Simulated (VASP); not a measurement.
The system is Mo.

```
Mo
1.0
     2.83402    0.00000    0.00000
    -1.41701    2.45434    0.00000
     0.00000    0.00000    2.43966
Mo
1
Direct
  0.00000 0.00000 0.00000
```

* Program: VASP 6.6.1
* Task: relaxation of cell and atoms
* Functional: PBE
* Potentials or basis: VASP PAW PBE potentials, release 64 (Mo_sv)
* Cutoff: 500 eV
* k mesh: 6 × 6 × 8
* Occupations: gaussian, width 0.1 eV
* Spin: no spin polarisation

At the start: pressure -0.9 GPa; volume 16.97 Å³/atom.

**Question.** Where does the relaxation end?

**Answer.** Over 6 steps the energy falls by 30.5 meV/atom and the volume is 16.89 Å³/atom (-0.4 %); space group P6/mmm (No. 191, to 0.05 Å).

Step by step:
```tsv
step	energy change (eV)	largest force (eV/Å)	pressure (GPa)	volume (Å³)
1	0.0000	0.0000	-0.85	16.97
2	-0.0287	0.0000	2.39	16.71
3	-0.0288	0.0000	1.37	16.78
4	-0.0296	0.0000	1.85	16.74
5	-0.0271	0.0000	-3.39	17.19
6	-0.0305	0.0000	0.03	16.89
```

Final structure:
```
CELL_PARAMETERS angstrom
2.76194 0.00000 0.00000
-1.38097 2.39191 0.00000
0.00000 0.00000 2.55719
ATOMIC_POSITIONS crystal
Mo 0.00000 0.00000 0.00000
```

Caveat: the k points lie up to 0.44 Å⁻¹ apart in the final cell.
